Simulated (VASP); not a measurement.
# GaO3 (Pm-3m) in VASP: further runs

The runs below take GaO3 through single point, relaxation of cell and atoms, with PBE.

Program: VASP 6.6.1. These are calculated values, not measurements. Logs are shortened: lines on timing, memory, paths and dates and some standing lists are left out, and cuts for length are marked.

### Step 1. The cell of the first run

Symmetry: Pm-3m, No. 221, cubic system. The conventional cell has a = 3.815 Å, b = 3.815 Å, c = 3.815 Å, α = 90.00°, β = 90.00°, γ = 90.00°. Within 2.5 Å of Ga (site symmetry m-3m) lie 6 O at 1.91 Å. Within 2.5 Å of O (site symmetry 4/mmm) lie 2 Ga at 1.91 Å.

### Step 2. Single point, PBE

The input, INCAR:

```
PREC = Accurate
ENCUT = 520
EDIFF = 1E-7
ISMEAR = 0
SIGMA = 0.1
LREAL = F
LASPH = T
NELM = 60
ALGO = Normal
ISIF = 2
LWAVE = F
LCHARG = F
GGA = PE
NBANDS = 24
```

The input, KPOINTS:

```
regular mesh
0
Gamma
  4 4 4
```

The input, POSCAR:

```
GaO3
1.0
    3.8152974700      0.0000000000      0.0000000000
    0.0000000000      3.8152974700      0.0000000000
    0.0000000000      0.0000000000      3.8152974700
Ga O
1 3
Direct
    0.0000000000      0.0000000000      0.0000000000
    0.5000000000      0.0000000000      0.0000000000
    0.0000000000      0.5000000000      0.0000000000
    0.0000000000      0.0000000000      0.5000000000
```

Potentials or basis: VASP PAW PBE potentials, release 64 (Ga_d, O).

Run with:

```sh
$ cat potpaw_PBE.64/Ga_d/POTCAR potpaw_PBE.64/O/POTCAR > POTCAR
$ mpirun -np 1 vasp_std > vasp.out
```

OUTCAR:

```text
PREC = Accurate
   ENCUT = 520
   EDIFF = 1E-7
   ISMEAR = 0
   LREAL = F
   LASPH = T
   NELM = 60
   ISIF = 2
   GGA = PE

 ion  position               nearest neighbor table
   1  0.000  0.000  0.000-   2 1.91   3 1.91   4 1.91   4 1.91   3 1.91   2 1.91
   2  0.500  0.000  0.000-   1 1.91   1 1.91
   3  0.000  0.500  0.000-   1 1.91   1 1.91
   4  0.000  0.000  0.500-   1 1.91   1 1.91

  LATTYP: Found a simple cubic cell.
 ALAT       =     3.8152974700

  Lattice vectors:

 A1 = (   3.8152974700,   0.0000000000,   0.0000000000)
 A2 = (   0.0000000000,   3.8152974700,   0.0000000000)
 A3 = (   0.0000000000,   0.0000000000,   3.8152974700)

Analysis of symmetry for initial positions (statically):
=====================================================================
 Subroutine PRICEL returns:
 Original cell was already a primitive cell.

 Routine SETGRP: Setting up the symmetry group for a
 simple cubic supercell.

 Subroutine GETGRP returns: Found 48 space group operations
 (whereof 48 operations were pure point group operations)
 out of a pool of 48 trial point group operations.

The static configuration has the point symmetry O_h .

Analysis of symmetry for dynamics (positions and initial velocities):
=====================================================================
 Subroutine PRICEL returns:
 Original cell was already a primitive cell.

 Routine SETGRP: Setting up the symmetry group for a
 simple cubic supercell.

 Subroutine GETGRP returns: Found 48 space group operations
 (whereof 48 operations were pure point group operations)
 out of a pool of 48 trial point group operations.

The dynamic configuration has the point symmetry O_h .

 Subroutine INISYM returns: Found 48 space group operations
 (whereof 48 operations are pure point group operations),
 and found     1 'primitive' translations

----------------------------------------------------------------------------------------

                                     Primitive cell

  volume of cell :      55.5374

  direct lattice vectors                    reciprocal lattice vectors
     3.815297470  0.000000000  0.000000000     0.262102761  0.000000000  0.000000000
     0.000000000  3.815297470  0.000000000     0.000000000  0.262102761  0.000000000
     0.000000000  0.000000000  3.815297470     0.000000000  0.000000000  0.262102761

  length of vectors
     3.815297470  3.815297470  3.815297470     0.262102761  0.262102761  0.262102761

  position of ions in fractional coordinates (direct lattice)
     0.000000000  0.000000000  0.000000000
     0.500000000  0.000000000  0.000000000
     0.000000000  0.500000000  0.000000000
     0.000000000  0.000000000  0.500000000

  ion indices of the primitive-cell ions
   primitive index   ion index
                 1           1
                 2           2
                 3           3
                 4           4

----------------------------------------------------------------------------------------

 KPOINTS: regular mesh

Automatic generation of k-mesh.
 Grid dimensions read from file:
 generate k-points for:    4    4    4

 Generating k-lattice:

  Cartesian coordinates                     Fractional coordinates (reciprocal lattice)
     0.065525690  0.000000000  0.000000000     0.250000000  0.000000000  0.000000000
     0.000000000  0.065525690  0.000000000     0.000000000  0.250000000  0.000000000
     0.000000000  0.000000000  0.065525690     0.000000000  0.000000000  0.250000000

  Length of vectors
     0.065525690  0.065525690  0.065525690

  Shift w.r.t. Gamma in fractional coordinates (k-lattice)
     0.000000000  0.000000000  0.000000000

 Subroutine IBZKPT returns following result:
 ===========================================

 Found     10 irreducible k-points:

 Following reciprocal coordinates:
            Coordinates               Weight
  0.000000  0.000000  0.000000      1.000000
  0.250000  0.000000  0.000000      6.000000
  0.500000  0.000000  0.000000      3.000000
  0.250000  0.250000  0.000000     12.000000
  0.500000  0.250000  0.000000     12.000000
  0.500000  0.500000  0.000000      3.000000
  0.250000  0.250000  0.250000      8.000000
  0.500000  0.250000  0.250000     12.000000
  0.500000  0.500000  0.250000      6.000000
  0.500000  0.500000  0.500000      1.000000
   k-points           NKPTS =     10   k-points in BZ     NKDIM =     10   number of bands    NBANDS=     24
   number of dos      NEDOS =    301   number of ions     NIONS =      4
   total plane-waves  NPLWV =  21952
   dimension x,y,z NGX =    28 NGY =   28 NGZ =   28
   dimension x,y,z NGXF=    56 NGYF=   56 NGZF=   56
   ions per type =               1   3
   NGX,Y,Z   is equivalent  to a cutoff of  12.20, 12.20, 12.20 a.u.
   NGXF,Y,Z  is equivalent  to a cutoff of  24.40, 24.40, 24.40 a.u.
 SYSTEM =  unknown system
   PREC   = accura    normal or accurate (medium, high low for compatibility)
   ISTART =      0    job   : 0-new  1-cont  2-samecut
   ICHARG =      2    charge: 1-file 2-atom 10-const
   ISPIN  =      1    spin polarized calculation?
   LNONCOLLINEAR =      F non collinear calculations
   LSORBIT =      F    spin-orbit coupling
   LASPH  =      T    aspherical Exc in radial PAW
   ENCUT  =  520.0 eV  38.22 Ry    6.18 a.u.   7.09  7.09  7.09*2*pi/ulx,y,z
   NELM   =     60;   NELMIN=  2; NELMDL= -5     # of ELM steps
   EDIFF  = 0.1E-06   stopping-criterion for ELM
   LREAL  =      F    real-space projection
   EDIFFG = 0.1E-05   stopping-criterion for IOM
   NSW    =      0    number of steps for IOM
   IBRION =     -1    ionic relax: 0-MD 1-quasi-New 2-CG
   NFREE  =      0    steps in history (QN), initial steepest desc. (CG)
   ISIF   =      2    stress and relaxation
   ISYM   =      2    0-nonsym 1-usesym 2-fastsym
   POTIM  = 0.5000    time-step for ionic-motion
   TEBEG  =    0.0;   TEEND  =   0.0 temperature during run
   PSTRESS=    0.0 pullay stress
   NELECT =      31.0000    total number of electrons
   NUPDOWN=      -1.0000    fix difference up-down
   EMIN   =  10.00;   EMAX   =-10.00  energy-range for DOS
   EFERMI =   0.00;   METHOD = LEGACY
   ISMEAR =     0;   SIGMA  =   0.10  broadening in eV -4-tet -1-fermi 0-gaus
   EFERMI_NEDOS =   21; number of points for ismear=-14 and -15
   IALGO  =     38    algorithm
   IMIX   =      4    mixing-type and parameters
     AMIX     =   0.40;   BMIX     =  1.00
     AMIX_MAG =   1.60;   BMIX_MAG =  1.00
  volume/ion in A,a.u.               =      13.88        93.70
  Fermi-wavevector in a.u.,A,eV,Ry     =   1.347929  2.547216 24.720594  1.816912
  Thomas-Fermi vector in A             =   2.475639
   LORBIT       =      0    0 simple, 1 ext, 2 COOP (PROOUT), +10 PAW based schemes
   GGA     = PE    functional components
   LHFCALC =     F    Hartree Fock is set to
   AEXX    =    0.0000 exact exchange contribution
   IVDW    =     0    specifies the selected vdW correction
   LEPSILON=     F    determine dielectric tensor
   LRPA    =     F    only Hartree local field effects (RPA)
 non-spin polarized calculation
 Gauss-broadening in eV      SIGMA  =   0.10
  energy-cutoff  :      520.00
  volume of cell :       55.54
 maximum number of plane-waves:      1514
   NGX = 15   NGY = 15   NGZ = 15

 number of electron      31.0000008 magnetization

 Free energy of the ion-electron system (eV)
  ---------------------------------------------------
  ext. energy  EPLUGINS =         0.00000000
  ---------------------------------------------------
  free energy    TOTEN  =       -17.63833505 eV

  energy without entropy =      -17.59273604  energy(sigma->0) =      -17.61553554

 E-fermi :  -0.9710     XC(G=0):  -9.2188

 val. band max:       -0.9981398816   @ k =   0.5000   0.5000   0.5000
 cond. band min:      -0.9009341444   @ k =   0.2500   0.2500   0.2500
 fundamental gap:      0.0972057372
 Fermi energy:        -0.9709544872

 k-point     1 :       0.0000    0.0000    0.0000
  band No.  band energies     occupation
      1     -18.9964      2.00000
      2     -17.4782      2.00000
      3     -17.4782      2.00000
      4     -12.6218      2.00000
      5     -12.6218      2.00000
      6     -12.6218      2.00000
[... 16 lines left out ...]
     23      15.7851      0.00000
     24      15.7851      0.00000

 k-point     2 :       0.2500    0.0000    0.0000
  band No.  band energies     occupation
      1     -18.7703      2.00000
      2     -17.4848      2.00000
      3     -17.4691      2.00000
      4     -12.6462      2.00000
      5     -12.6462      2.00000
      6     -12.6213      2.00000
[... 16 lines left out ...]
     23      15.4911      0.00000
     24      15.8792      0.00000

 k-point     3 :       0.5000    0.0000    0.0000
  band No.  band energies     occupation
      1     -18.5000      2.00000
      2     -17.5071      2.00000
      3     -17.4603      2.00000
      4     -12.9478      2.00000
      5     -12.6702      2.00000
      6     -12.6702      2.00000
[... 16 lines left out ...]
     23      15.1835      0.00000
     24      15.6570      0.00000

 k-point     4 :       0.2500    0.2500    0.0000
  band No.  band energies     occupation
      1     -18.5392      2.00000
      2     -17.4743      2.00000
      3     -17.4673      2.00000
      4     -12.6733      2.00000
      5     -12.6460      2.00000
      6     -12.6453      2.00000
[... 16 lines left out ...]
     23      14.9085      0.00000
     24      15.7555      0.00000

 k-point     5 :       0.5000    0.2500    0.0000
  band No.  band energies     occupation
      1     -18.2620      2.00000
      2     -17.4857      2.00000
      3     -17.4572      2.00000
      4     -13.0015      2.00000
      5     -12.6998      2.00000
      6     -12.6695      2.00000
[... 16 lines left out ...]
     23      14.5788      0.00000
     24      15.2886      0.00000

 k-point     6 :       0.5000    0.5000    0.0000
  band No.  band energies     occupation
      1     -17.9758      2.00000
      2     -17.4639      2.00000
      3     -17.4639      2.00000
      4     -13.1776      2.00000
      5     -12.7296      2.00000
      6     -12.6689      2.00000
[... 16 lines left out ...]
     23      14.7694      0.00000
     24      14.7694      0.00000

 k-point     7 :       0.2500    0.2500    0.2500
  band No.  band energies     occupation
      1     -18.3028      2.00000
      2     -17.4603      2.00000
      3     -17.4603      2.00000
      4     -12.6732      2.00000
      5     -12.6725      2.00000
      6     -12.6725      2.00000
[... 16 lines left out ...]
     23      15.0407      0.00000
     24      15.0407      0.00000

 k-point     8 :       0.5000    0.2500    0.2500
  band No.  band energies     occupation
      1     -18.0179      2.00000
      2     -17.4647      2.00000
      3     -17.4460      2.00000
      4     -13.0296      2.00000
      5     -12.6992      2.00000
      6     -12.6985      2.00000
[... 16 lines left out ...]
     23      14.5682      0.00000
     24      14.8905      0.00000

 k-point     9 :       0.5000    0.5000    0.2500
  band No.  band energies     occupation
      1     -17.7231      2.00000
      2     -17.4436      2.00000
      3     -17.4436      2.00000
      4     -13.1769      2.00000
      5     -12.8191      2.00000
      6     -12.7283      2.00000
[... 16 lines left out ...]
     23      14.6132      0.00000
     24      14.6132      0.00000

 k-point    10 :       0.5000    0.5000    0.5000
  band No.  band energies     occupation
      1     -17.4228      2.00000
      2     -17.4228      2.00000
      3     -17.4228      2.00000
      4     -13.1763      2.00000
      5     -13.1763      2.00000
      6     -12.7271      2.00000
[... 16 lines left out ...]
     23      14.7405      0.00000
     24      14.7405      0.00000

------------------------ aborting loop because EDIFF is reached ----------------------------------------

  FORCE on cell =-STRESS in cart. coord.  units (eV):
  Direction    XX          YY          ZZ          XY          YZ          ZX
  --------------------------------------------------------------------------------------
  -------------------------------------------------------------------------------------
  Total        1.4068866      1.4068866      1.4068866     -0.0000000      0.0000000      0.0000000
  in kB       40.5867662     40.5867662     40.5867662     -0.0000000      0.0000000      0.0000000
  external PRESSURE =      40.5867662 kB  Pullay stress =       0.0000000 kB

 VOLUME and BASIS-vectors are now :
 -----------------------------------------------------------------------------
  energy-cutoff  :      520.00
  volume of cell :       55.54
      direct lattice vectors                 reciprocal lattice vectors
     3.815297470  0.000000000  0.000000000     0.262102761  0.000000000  0.000000000
     0.000000000  3.815297470  0.000000000     0.000000000  0.262102761  0.000000000
     0.000000000  0.000000000  3.815297470     0.000000000  0.000000000  0.262102761

 POSITION                                       TOTAL-FORCE (eV/Angst)
 -----------------------------------------------------------------------------------
      0.00000      0.00000      0.00000         0.000000      0.000000      0.000000
      1.90765      0.00000      0.00000         0.000000      0.000000      0.000000
      0.00000      1.90765      0.00000         0.000000      0.000000      0.000000
      0.00000      0.00000      1.90765         0.000000      0.000000      0.000000
 -----------------------------------------------------------------------------------
    total drift:                               -0.000000      0.000000     -0.000000

  FREE ENERGIE OF THE ION-ELECTRON SYSTEM (eV)
  ---------------------------------------------------
  free  energy   TOTEN  =       -17.6383350470 eV

  energy  without entropy=      -17.5927360353  energy(sigma->0) =      -17.61553554
```

Run time: 12 s. Hardware: 1 thread of Intel Xeon Platinum 8488C (Sapphire Rapids), shared host; peak memory 0.15 GiB.

What came out:

```yaml
Free_energy: -17.6383 eV
Pressure: 4.1 GPa
```

Caveat: the k points lie up to 0.41 Å⁻¹ apart; an odd number of electrons without spin polarisation forces a metal; a magnetic or distorted state may lie lower.

### Step 3. Single point, PBE, collinear spin, ferromagnetic start

The input, INCAR:

```
SYSTEM = GaO3
PREC     = Accurate       ! precision mode
ENCUT    = 520            ! plane-wave cutoff, eV
EDIFF    = 1E-6           ! SCF threshold, eV
ISMEAR   = 0              ! smearing method
SIGMA    = 0.1            ! smearing width, eV
LREAL    = .FALSE.        ! projectors in reciprocal space
LASPH    = .TRUE.         ! aspherical terms in the spheres
NELM     = 150            ! most SCF steps
ALGO     = Normal         ! electronic algorithm
ISIF     = 2              ! what is computed and relaxed
LWAVE    = .FALSE.        ! write WAVECAR
LCHARG   = .TRUE.         ! write CHGCAR
ISPIN    = 2              ! spin polarisation
MAGMOM   = 0 1 1 1        ! initial moments
LORBIT   = 11             ! projections on sites
GGA      = PE             ! functional
LELF     = .TRUE.         ! ELF
LVHAR    = .TRUE.       
NBANDS   = 28             ! bands
```

The input, KPOINTS:

```
regular mesh
0
G
  4 4 4
  0 0 0
```

POSCAR is that of step 2.

Potentials or basis: VASP PAW PBE potentials, release 64 (Ga_d, O).

Run with:

```sh
$ cat potpaw_PBE.64/Ga_d/POTCAR potpaw_PBE.64/O/POTCAR > POTCAR
$ mpirun -np 1 vasp_std > vasp.out
```

It took 26 s on 1 thread of Intel Xeon Platinum 8488C (Sapphire Rapids), shared host; peak memory 0.18 GiB.

The run converged. Its results:

- Free energy: -18.2537 eV
- Pressure: 6.9 GPa
- Band gap on the k mesh: zero (filled and empty bands overlap)
- Net moment: 3.00 μB per cell
- Site moments: Ga -0.05; O +0.85 μB
- Valence electrons inside the program's atomic spheres: Ga 11.82; O 4.85

Levels at points of the mesh, in eV from the Fermi level:
Spin up:
| k point | band 13 | band 14 | band 15 | band 16 | band 17 | band 18 | band 19 | band 20 | band 21 | band 22 |
| --- | --- | --- | --- | --- | --- | --- | --- | --- | --- | --- |
| (0.00, 0.00, 0.00) | -1.71 | -1.71 | -1.45 | -1.45 | -1.45 | 4.40 | 8.07 | 14.96 | 14.96 | 15.95 |
| (0.50, 0.00, 0.00) | -2.04 | -2.04 | -1.93 | -1.54 | -1.54 | 7.65 | 9.80 | 12.18 | 14.52 | 15.45 |
| (0.50, 0.50, 0.00) | -2.42 | -2.01 | -2.01 | -0.96 | -0.80 | 10.05 | 10.93 | 11.41 | 11.41 | 14.51 |
| (0.50, 0.50, 0.50) | -0.95 | -0.95 | -0.80 | -0.80 | -0.80 | 10.04 | 10.80 | 10.80 | 10.80 | 12.23 |
Spin down:
| k point | band 11 | band 12 | band 13 | band 14 | band 15 | band 16 | band 17 | band 18 |
| --- | --- | --- | --- | --- | --- | --- | --- | --- |
| (0.00, 0.00, 0.00) | -4.36 | 0.21 | 0.21 | 0.21 | 0.24 | 0.24 | 0.24 | 4.81 |
| (0.50, 0.00, 0.00) | -3.24 | -1.33 | -0.25 | -0.25 | -0.08 | 0.25 | 0.25 | 8.24 |
| (0.50, 0.50, 0.00) | -2.00 | -0.68 | -0.68 | -0.20 | -0.20 | 0.01 | 1.25 | 10.68 |
| (0.50, 0.50, 0.50) | -1.88 | -1.88 | 0.02 | 0.02 | 1.26 | 1.26 | 1.26 | 10.34 |

Caveat: the k points lie up to 0.41 Å⁻¹ apart.

[end of part 1 of 2]
